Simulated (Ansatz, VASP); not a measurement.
**Hf in VASP and in Ansatz**

```
Hf
1.0
     3.20482    0.00000    0.00000
    -1.60241    2.77545    0.00000
     0.00000    0.00000   24.52815
Hf
4
Direct
  0.66667 0.33333 0.16308
  0.33333 0.66667 0.26638
  0.66667 0.33333 0.37330
  0.33333 0.66667 0.47000
```

Alike in both runs: task single point; functional PBE; k mesh 9 × 9 × 1; occupations gaussian, width 0.1 eV; no spin polarisation.

|  | VASP | Ansatz |
| --- | --- | --- |
| version | VASP 6.6.1 | Ansatz 0.2.0 |
| potentials or method | VASP PAW PBE potentials, release 64 (Hf_pv), cutoff 400 eV | scalar-relativistic, plane waves, PAW |
| valence electrons in the cell | 40 | 104 |

```tsv
	VASP	Ansatz	Ansatz less VASP
gap on the k mesh at the Fermi level (eV)	none	none	-
rms of the force components (eV/Å)	0.303	0.292	-0.0109
```

Atom by atom the forces differ by 0.020 eV/Å (rms over components). A gap of «none» marks a metal or a gap that the smearing closes. VASP's potentials hold 40 valence electrons a cell and Ansatz's 104, so a difference there can come from the potentials and not from the codes.

Spin-orbit coupling is off throughout.
